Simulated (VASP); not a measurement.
# Al32H (a cell with a defect) in VASP: single point with PBE+D3(BJ)

Aim: the single point of Al32H (a cell with a defect) with PBE+D3(BJ).

All numbers are computed with VASP 6.6.1; they aren't measurements. Logs are shortened: lines on timing, memory, paths and dates and some standing lists are left out, and cuts for length are marked.

## (1) The cell of the first run

The cell holds a defect, 33 atoms: a = 8.100 Å, b = 8.100 Å, c = 8.100 Å, α = 90.00°, β = 90.00°, γ = 90.00°.

## (2) Single point, PBE+D3(BJ)

Contents of INCAR:

```
SYSTEM = Al32H
ALGO     = Normal         ! electronic algorithm
EDIFF    = 1E-6           ! SCF threshold, eV
ENCUT    = 400            ! plane-wave cutoff, eV
GGA      = PE             ! functional
GGA_COMPAT= .FALSE.      
ISIF     = 2              ! what is computed and relaxed
ISMEAR   = -1             ! smearing method
IVDW     = 12             ! dispersion correction
LASPH    = .TRUE.         ! aspherical terms in the spheres
LCHARG   = .FALSE.        ! write CHGCAR
LREAL    = Auto         
LWAVE    = .FALSE.        ! write WAVECAR
NBANDS   = 70             ! bands
NELM     = 120            ! most SCF steps
PREC     = Accurate       ! precision mode
SIGMA    = 0.05           ! smearing width, eV
```

Contents of KPOINTS:

```
k-points
0
G
  3 3 3
  0 0 0
```

Contents of POSCAR:

```
Al32H
1.0
    8.1000000000      0.0000000000      0.0000000000
    0.0000000000      8.1000000000      0.0000000000
    0.0000000000      0.0000000000      8.1000000000
Al H
32 1
Direct
    0.5146020988      0.0074975309      0.0051153086
    0.7529522222      0.2545864198     -0.0000055556
    0.7529051852      0.0020213580      0.2525902469
   -0.0012816049      0.0017270370     -0.0002525926
    0.2502848148      0.2535439506     -0.0002085185
    0.5009334568      0.5030877778      0.0007982716
    0.7488793827      0.7514038272      0.0007713580
    0.2503059259      0.0017406173      0.2514196296
    0.5013341975      0.2521851852      0.2502424691
    0.7496279012      0.5025285185      0.2511839506
    0.5008424691      0.0028040741      0.5011174074
    0.7495864198      0.2531676543      0.5005290123
    0.7489534568      0.0028058025      0.7492886420
   -0.0028329630      0.4990111111     -0.0000251852
    0.2445490123      0.7364264198      0.0055800000
   -0.0005860494      0.2526122222      0.2506840741
    0.2501354321      0.4989977778      0.2529117284
    0.4992425926      0.7529828395      0.2510060494
   -0.0025622222      0.0020259259      0.4971771605
    0.2501133333      0.2546277778      0.4971309877
    0.5005744444      0.5017627160      0.4996991358
    0.7503640741      0.7516123457      0.4997523457
    0.2449543210      0.0075375309      0.7353630864
    0.4992051852      0.2529945679      0.7508939506
    0.7504175309      0.5017612346      0.7495365432
   -0.0001400000      0.7508653086      0.2502520988
   -0.0010519753      0.5025282716      0.5004932099
    0.2493437037      0.7513914815      0.5012177778
   -0.0001288889      0.2521867901      0.7487809877
    0.2493179012      0.5031117284      0.7491976543
    0.5030398765      0.7491234568      0.7470701235
   -0.0008901235      0.7529903704      0.7508701235
    0.3095259259     -0.0584198765      0.9402507407
```

Potentials or basis: VASP PAW PBE potentials, release 64 (Al, H).

Command:

```console
$ cat potpaw_PBE.64/Al/POTCAR potpaw_PBE.64/H/POTCAR > POTCAR
$ mpirun -np 1 vasp_std > vasp.out
```

OUTCAR:

```text
SYSTEM = Al32H
   EDIFF = 1E-6
   ENCUT = 400
   GGA = PE
   ISIF = 2
   ISMEAR = -1
   IVDW = 12
   LASPH = .TRUE.
   LREAL = Auto
   NELM = 120
   PREC = Accurate
 IVDW          = 12

 ion  position               nearest neighbor table
   1  0.515  0.007  0.005-  33 1.82   2 2.78   3 2.78   9 2.81  13 2.81   7 2.81  24 2.87  18 2.87
                             5 2.93   8 2.93  31 2.96  23 3.09  15 3.10
   2  0.753  0.255  1.000-   1 2.78  14 2.80  16 2.85  25 2.85  29 2.85   4 2.86  10 2.86   6 2.87
                             9 2.87  13 2.88  24 2.88   3 2.89
   3  0.753  0.002  0.253-   1 2.78  19 2.80  16 2.85  22 2.85  26 2.85   4 2.86  12 2.86  11 2.87
                             9 2.87   7 2.88  18 2.88   2 2.89
   4  0.999  0.002  1.000-  32 2.85   2 2.86   3 2.86   7 2.86  13 2.87  26 2.87  29 2.87  16 2.87
                             8 2.88   5 2.88  23 2.93  15 2.93
   5  0.250  0.254  1.000-  24 2.85  17 2.86  14 2.86  30 2.86   6 2.86  29 2.87   9 2.87  16 2.87
                             4 2.88   8 2.88   1 2.93  23 2.93
   6  0.501  0.503  0.001-  15 2.81   7 2.84  10 2.86  31 2.86  24 2.86  18 2.86   5 2.86   9 2.87
                             2 2.87  25 2.87  17 2.88  30 2.88
   7  0.749  0.751  0.001-   1 2.81   6 2.84  10 2.86  31 2.86  18 2.86  32 2.86   4 2.86  26 2.87
                            14 2.87  25 2.87   3 2.88  13 2.88
   8  0.250  0.002  0.251-  18 2.85  20 2.86  19 2.86  28 2.86  11 2.87  26 2.87   9 2.87  16 2.87
                             4 2.88   5 2.88   1 2.93  15 2.93
   9  0.501  0.252  0.250-   1 2.81  17 2.85  20 2.85  12 2.86  10 2.86  21 2.86  11 2.87   6 2.87
[... 32 lines left out ...]
                            32 2.86  24 2.86   6 2.87   7 2.87
  26  1.000  0.751  0.250-  15 2.81  19 2.85   3 2.85  10 2.86  27 2.86  22 2.86  28 2.87   7 2.87
                             8 2.87   4 2.87  14 2.88  17 2.88
  27  0.999  0.503  0.500-  25 2.85  22 2.85  26 2.86  10 2.86  29 2.86  12 2.86  17 2.86  30 2.86
                            20 2.86  28 2.86  16 2.86  32 2.87
  28  0.249  0.751  0.501-  23 2.81  30 2.84  27 2.86  31 2.86  32 2.86  18 2.86   8 2.86  26 2.87
                            17 2.87  21 2.87  19 2.88  11 2.88
  29  1.000  0.252  0.749-  23 2.81  14 2.85   2 2.85  12 2.86  27 2.86  25 2.86  13 2.87  30 2.87
                             5 2.87   4 2.87  19 2.87  20 2.87
  30  0.249  0.503  0.749-  15 2.81  28 2.84  27 2.86  31 2.86  24 2.86  32 2.86   5 2.86  29 2.87
                            20 2.87  21 2.87  14 2.88   6 2.88
  31  0.503  0.749  0.747-  22 2.83  21 2.83  25 2.83   7 2.86  28 2.86  13 2.86  11 2.86  30 2.86
                             6 2.86   1 2.96  23 2.96  15 2.96
  32  0.999  0.753  0.751-   4 2.85  22 2.86  28 2.86  25 2.86  13 2.86  30 2.86   7 2.86  15 2.87
                            27 2.87  23 2.87  19 2.88  14 2.88
  33  0.310  0.942  0.940-  23 1.82  15 1.82   1 1.82

  LATTYP: Found a simple cubic cell.
 ALAT       =     8.1000000000

  Lattice vectors:

 A1 = (   8.1000000000,   0.0000000000,   0.0000000000)
 A2 = (   0.0000000000,   8.1000000000,   0.0000000000)
 A3 = (   0.0000000000,   0.0000000000,   8.1000000000)

[... 192 lines left out ...]
   ISMEAR =    -1;   SIGMA  =   0.05  broadening in eV -4-tet -1-fermi 0-gaus
   EFERMI_NEDOS =   21; number of points for ismear=-14 and -15
   IALGO  =     38    algorithm
   IMIX   =      4    mixing-type and parameters
     AMIX     =   0.40;   BMIX     =  1.00
     AMIX_MAG =   1.60;   BMIX_MAG =  1.00
  volume/ion in A,a.u.               =      16.10       108.68
  Fermi-wavevector in a.u.,A,eV,Ry     =   0.928639  1.754874 11.733269  0.862371
  Thomas-Fermi vector in A             =   2.054837
   LORBIT       =      0    0 simple, 1 ext, 2 COOP (PROOUT), +10 PAW based schemes
   GGA     = PE    functional components
   LHFCALC =     F    Hartree Fock is set to
   AEXX    =    0.0000 exact exchange contribution
   IVDW    =    12    specifies the selected vdW correction
   LEPSILON=     F    determine dielectric tensor
   LRPA    =     F    only Hartree local field effects (RPA)
 non-spin polarized calculation
  energy-cutoff  :      400.00
  volume of cell :      531.44
 maximum number of plane-waves:      9771
 NGX is ok and might be reduce to    54
   NGX = 27   NGY = 27   NGZ = 27

 number of electron      97.0000002 magnetization

 Free energy of the ion-electron system (eV)
  ---------------------------------------------------
  ext. energy  EPLUGINS =         0.00000000
  ---------------------------------------------------
  free energy    TOTEN  =      -123.19588880 eV

  energy without entropy =     -123.13177249  energy(sigma->0) =     -123.16383065

 E-fermi :   7.8363     XC(G=0): -10.1939

 val. band max:        7.7543925564   @ k =   0.0000   0.0000   0.0000
 cond. band min:       7.8735160251   @ k =   0.3333   0.0000   0.0000
 fundamental gap:      0.1191234686
 Fermi energy:         7.8363419956

 k-point     1 :       0.0000    0.0000    0.0000
  band No.  band energies     occupation
      1      -3.2587      2.00000
      2      -1.5391      2.00000
      3      -0.9499      2.00000
      4      -0.9492      2.00000
      5      -0.9041      2.00000
      6      -0.9037      2.00000
[... 871 lines left out ...]
     59       9.7467      0.00000
     60       9.7586      0.00000
 [bands above 60 left out]

------------------------ aborting loop because EDIFF is reached ----------------------------------------

 Edisp (eV)  -10.83481

 E8    (eV) :    -4.8247

  FORCE on cell =-STRESS in cart. coord.  units (eV):
  Direction    XX          YY          ZZ          XY          YZ          ZX
  --------------------------------------------------------------------------------------
  -------------------------------------------------------------------------------------
  Total      -9.97419    -9.94364    -9.96038     0.48297    -0.48847     0.46561
  in kB     -30.06999   -29.97788   -30.02836     1.45603    -1.47263     1.40370
  external pressure =      -30.03 kB  Pullay stress =        0.00 kB

 VOLUME and BASIS-vectors are now :
 -----------------------------------------------------------------------------
  energy-cutoff  :      400.00
  volume of cell :      531.44
      direct lattice vectors                 reciprocal lattice vectors
     8.100000000  0.000000000  0.000000000     0.123456790  0.000000000  0.000000000
     0.000000000  8.100000000  0.000000000     0.000000000  0.123456790  0.000000000
     0.000000000  0.000000000  8.100000000     0.000000000  0.000000000  0.123456790

 POSITION                                       TOTAL-FORCE (eV/Angst)
 -----------------------------------------------------------------------------------
      4.16828      0.06073      0.04143         0.004266     -0.001754      0.007500
      6.09891      2.06215      8.09995         0.001128     -0.001959     -0.000623
      6.09853      0.01637      2.04598         0.002828     -0.001522     -0.001391
      8.08962      0.01399      8.09795        -0.002335     -0.002448     -0.000963
      2.02731      2.05371      8.09831         0.000881      0.003144     -0.000108
      4.05756      4.07501      0.00647        -0.001922     -0.000679     -0.001866
[... 25 lines left out ...]
      8.09279      6.09922      6.08205         0.000939     -0.001677      0.000693
      2.50716      7.62680      7.61603        -0.006680      0.003783      0.012618
 -----------------------------------------------------------------------------------
    total drift:                                0.000249      0.008649      0.000117

  FREE ENERGIE OF THE ION-ELECTRON SYSTEM (eV)
  ---------------------------------------------------
  free  energy   TOTEN  =      -134.0306968430 eV

  energy  without entropy=     -133.9665805322  energy(sigma->0) =     -133.99863869
```

OSZICAR:

```text
N       E                     dE             d eps       ncg     rms          rms(c)
DAV:   1     0.997360639226E+02    0.99736E+02   -0.28560E+04  1960   0.895E+02
DAV:   2    -0.111936811649E+03   -0.21167E+03   -0.19727E+03  2306   0.130E+02
DAV:   3    -0.123900259551E+03   -0.11963E+02   -0.11468E+02  2424   0.258E+01
DAV:   4    -0.124129707292E+03   -0.22945E+00   -0.22733E+00  2308   0.377E+00
DAV:   5    -0.124132702113E+03   -0.29948E-02   -0.29924E-02  2378   0.480E-01    0.772E+00
DAV:   6    -0.123526461750E+03    0.60624E+00   -0.17441E-01  2778   0.140E+00    0.447E+00
DAV:   7    -0.123206969946E+03    0.31949E+00   -0.66450E-01  2186   0.199E+00    0.809E-01
DAV:   8    -0.123198753779E+03    0.82162E-02   -0.96279E-02  2232   0.815E-01    0.448E-01
DAV:   9    -0.123196003148E+03    0.27506E-02   -0.19534E-02  2260   0.278E-01    0.203E-01
DAV:  10    -0.123195944990E+03    0.58158E-04   -0.10953E-03  2296   0.861E-02    0.146E-01
DAV:  11    -0.123195939265E+03    0.57243E-05   -0.56368E-05  2314   0.215E-02    0.346E-02
DAV:  12    -0.123195883496E+03    0.55769E-04   -0.77179E-05  2754   0.272E-02    0.992E-03
DAV:  13    -0.123195889593E+03   -0.60965E-05   -0.60625E-05  2200   0.134E-02    0.626E-03
DAV:  14    -0.123195888805E+03    0.78799E-06   -0.21530E-06  2034   0.453E-03
   1 F= -.13403070E+03 E0= -.13399864E+03  d E =-.641163E-01
```

stdout:

```text
POSCAR found type information on POSCAR AlH
 POSCAR found :  2 types and      33 ions
 scaLAPACK will be used
 LDA part: xc-table for (Slater+PW92), standard interpolation
 POSCAR, INCAR and KPOINTS ok, starting setup
 FFT: planning ... GRIDC
 FFT: planning ... GRID_SOFT
 FFT: planning ... GRID
 WAVECAR not read
 entering main loop
```

Run time: 5.1 min. Hardware: 1 thread of Oxide Virtual Turin-like, shared host; peak memory 0.46 GiB.

Results:

- Free energy: -134.0307 eV
- Pressure: -3.0 GPa
- Largest force: 0.015 eV/Å
- Band gap on the k mesh: zero (an odd number of electrons rules out a gap without spin polarisation)
- Dispersion energy per atom: -0.328 eV

Forces in eV/Å, atoms in the order of the input:
```
Al   0.004 -0.002  0.007
Al   0.001 -0.002 -0.001
Al   0.003 -0.002 -0.001
Al  -0.002 -0.002 -0.001
Al   0.001  0.003  0.000
Al  -0.002 -0.001 -0.002
Al  -0.001  0.000 -0.001
Al   0.002 -0.003  0.001
Al  -0.001  0.003  0.000
Al   0.000 -0.002 -0.001
Al   0.000 -0.002  0.000
Al   0.002  0.000 -0.002
Al   0.000 -0.002  0.000
Al   0.005 -0.002  0.001
Al   0.001  0.014 -0.001
Al   0.001  0.000 -0.001
Al  -0.001 -0.001 -0.003
Al  -0.001 -0.001 -0.002
Al   0.003 -0.002 -0.001
Al   0.001 -0.002  0.000
Al   0.000  0.000  0.002
Al   0.001  0.000 -0.001
Al  -0.008 -0.001 -0.007
Al   0.002  0.005 -0.002
Al  -0.002  0.000  0.000
Al  -0.003 -0.002  0.002
Al   0.001 -0.001 -0.001
Al   0.001  0.000  0.000
Al  -0.001  0.003  0.000
Al   0.001 -0.001  0.001
Al  -0.002 -0.001  0.002
Al   0.001 -0.002  0.001
H   -0.007  0.004  0.013
```

Stress tensor (GPa, compression positive):
```
-3.01  0.15  0.14
 0.15 -3.00 -0.15
 0.14 -0.15 -3.00
```

The gap in the log of VASP goes by the Fermi energy; the results here count the filled bands.